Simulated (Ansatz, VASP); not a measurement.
# HfB2 in VASP and in Ansatz

File INCAR:

```
ALGO = Normal
EDIFF = 1E-6
ENCUT = 520
GGA = CA
ISIF = 2
ISMEAR = -1
LASPH = T
LCHARG = F
LREAL = F
LWAVE = F
NBANDS = 15
NELM = 100
PREC = Accurate
SIGMA = 0.05
```

The input KPOINTS:

```
k-points
0
Gamma
  10 10 8
```

Contents of POSCAR:

```
HfB2
1.0
    3.0975623654      0.0000000000      0.0000000000
   -1.5487811827      2.6825676982      0.0000000000
    0.0000000000      0.0000000000      3.4329672075
Hf B
1 2
Direct
    0.0000000000      0.0000000000      0.0000000000
    0.6666666667      0.3333333333      0.5000000000
    0.3333333333      0.6666666667      0.5000000000
```

File input.yaml:

```yaml
crystal:
  lattice:
    - [3.0975623654, 0.0, 0.0]
    - [-1.5487811827, 2.6825676982, 0.0]
    - [0.0, 0.0, 3.4329672075]
  atoms:
    - { symbol: Hf, position: [0.0, 0.0, 0.0] }
    - { symbol: B, position: [0.6666666667, 0.3333333333, 0.5] }
    - { symbol: B, position: [0.3333333333, 0.6666666667, 0.5] }
hamiltonian:
  xc: lda
  pseudopotentials: { kind: paw }
kpoints:
  mp_grid: { grid: [10, 10, 8] }
scf:
  occupations: { method: fermi_dirac, width: 0.05 }
output:
  forces: true
  stress: true
  eigenvalues: true
  write_density: true
  write_potential: true
  elf: true
  volumetric_format: npy
```

Alike in both runs: task single point; functional LDA; k mesh 10 × 10 × 8; occupations fermi-dirac, width 0.05 eV; no spin polarisation.

|  | VASP | Ansatz |
| --- | --- | --- |
| version | VASP 6.6.1 | Ansatz 0.2.0 |
| potentials or method | VASP PAW LDA potentials, release 64 (Hf_pv, B) | Ansatz PAW |
| plane-wave cutoff (eV) | 520 | 420 |
| valence electrons in the cell | 16 | 32 |

|  | VASP | Ansatz | Ansatz less VASP |
| --- | --- | --- | --- |
| gap on the k mesh at the Fermi level (eV) | none | none | - |
| pressure (GPa) | 0.9 | 0.3 | -0.66 |
| traceless stress, the component that is largest in VASP (GPa) | -0.53 | -0.88 | -0.347 |

LDA's correlation is that of Perdew and Zunger in VASP and of Perdew and Wang (1992) in Ansatz. A gap of «none» marks a metal or a gap that the smearing closes. VASP's potentials hold 16 valence electrons a cell and Ansatz's 32, so a difference there can come from the potentials and not from the codes.

Spin-orbit coupling is off throughout.
